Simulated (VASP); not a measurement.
Crystal: Rb2Si2S.

```
Rb Si S
1.0
     5.11890    0.00000    0.00000
     0.00000    5.11890    0.00000
     0.00000    0.00000    6.25276
Rb Si S
2 2 1
Direct
  0.00000 0.00000 0.00000
  0.50000 0.50000 0.50000
  0.00000 0.50000 0.00000
  0.50000 0.00000 0.00000
  0.50000 0.50000 0.00000
```

The cell was generated, and may not be a known phase.

```yaml
Program: VASP 6.6.1
Task: relaxation of cell and atoms
Functional: PBE
Potentials_or_basis: VASP PAW PBE potentials, release 64 (Rb_sv, Si, S)
Cutoff: 600 eV
k_mesh: 4 × 4 × 4
Occupations: gaussian, width 0.1 eV
Spin: no spin polarisation
```

At the start: pressure 7.2 GPa; volume 32.77 Å³/atom.

Where does the relaxation end?

Over 4 steps the energy falls by 263.3 meV/atom and the volume is 43.50 Å³/atom (+32.7 %); space group P4/mmm (No. 123, to 0.1 Å) before and after.

Step by step:
| step | energy change (eV) | largest force (eV/Å) | pressure (GPa) | volume (Å³) |
| --- | --- | --- | --- | --- |
| 1 | 0.0000 | 0.0000 | 7.16 | 163.84 |
| 2 | -1.2120 | 0.0000 | 1.56 | 200.61 |
| 3 | -1.3130 | 0.0000 | 0.28 | 214.44 |
| 4 | -1.3165 | 0.0000 | 0.05 | 217.49 |

Final structure:
```
Rb Si S
1.0
     5.85587    0.00000    0.00000
     0.00000    5.85587    0.00000
     0.00000    0.00000    6.34253
Rb Si S
2 2 1
Cartesian
  0.0000 0.0000 0.0000
  2.9279 2.9279 3.1713
  0.0000 2.9279 0.0000
  2.9279 0.0000 0.0000
  2.9279 2.9279 0.0000
```

Caveat: the volume moved by over 15 % at a fixed basis, so the end points are rough.
